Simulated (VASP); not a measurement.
A run of VASP 6.6.1:

File INCAR:

```
SYSTEM = SnO2
ALGO = Normal
EDIFF = 1E-6
ENCUT = 520
GGA = RP
ISIF = 2
ISMEAR = -1
IVDW = 12
LASPH = .TRUE.
LCHARG = .TRUE.
LELF = .TRUE.
LREAL = .FALSE.
LVHAR = .TRUE.
LWAVE = .FALSE.
NBANDS = 20
NELM = 60
PREC = Accurate
SIGMA = 0.05
```

File KPOINTS:

```
k-points
0
G
  9 9 9
  0 0 0
```

Contents of POSCAR:

```
SnO2
1.0
    0.0000000000      2.5098180265      2.5098180265
    2.5098180265      0.0000000000      2.5098180265
    2.5098180265      2.5098180265      0.0000000000
Sn O
1 2
Direct
    0.0000000000      0.0000000000      0.0000000000
    0.7500000000      0.7500000000      0.7500000000
    0.2500000000      0.2500000000      0.2500000000
```

Potentials or basis: VASP PAW PBE potentials, release 64 (Sn_d, O).

Launch:

```console
$ cat potpaw_PBE.64/Sn_d/POTCAR potpaw_PBE.64/O/POTCAR > POTCAR
$ mpirun -np 1 vasp_std > vasp.out
```

Hardware: 1 thread of Intel(R) Xeon(R) Platinum 8375C CPU @ 2.90GHz (Ice Lake), with other jobs on the host.

Question: How long does it take, and how much memory?

Answer: It took 21 s on 1 thread of Intel(R) Xeon(R) Platinum 8375C CPU @ 2.90GHz (Ice Lake), on a shared host, peak memory 0.18 GiB. Counts: scf iterations 13, k points 35.
